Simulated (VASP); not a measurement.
Here is a VASP 6.6.1 calculation.

The input INCAR:

```
SYSTEM = NaF
  PREC = Accurate
  ENCUT = 520
  EDIFF = 1E-6
  ISMEAR = 0
  SIGMA = 0.05
  LREAL = .FALSE.
  LASPH = .TRUE.
  NELM = 60
  ALGO = Normal
  ISIF = 2
  LWAVE = .FALSE.
  LCHARG = .TRUE.
  GGA = PE
  LELF = .TRUE.
  LVHAR = .TRUE.
  NBANDS = 14
```

KPOINTS

```
regular mesh
0
G
  10 10 10
  0 0 0
```

POSCAR

```
NaF
1.0
    0.9084389910      2.8550939718      2.8550939718
    2.8550939718      0.9084389910      2.8550939718
    2.8550939718      2.8550939718      0.9084389910
Na F
1 1
Direct
    0.0000000000      0.0000000000      0.0000000000
    0.5000000000      0.5000000000      0.5000000000
```

Potentials or basis: VASP PAW PBE potentials, release 64 (Na_pv, F).

Launch:

```bash
$ cat potpaw_PBE.64/Na_pv/POTCAR potpaw_PBE.64/F/POTCAR > POTCAR
$ mpirun -np 1 vasp_std > vasp.out
```

(1) Predict the pressure.

(2) What does it give for the band gap on the k mesh?

## Answers

(1) 0.4 GPa.

(2) 2.56 eV.
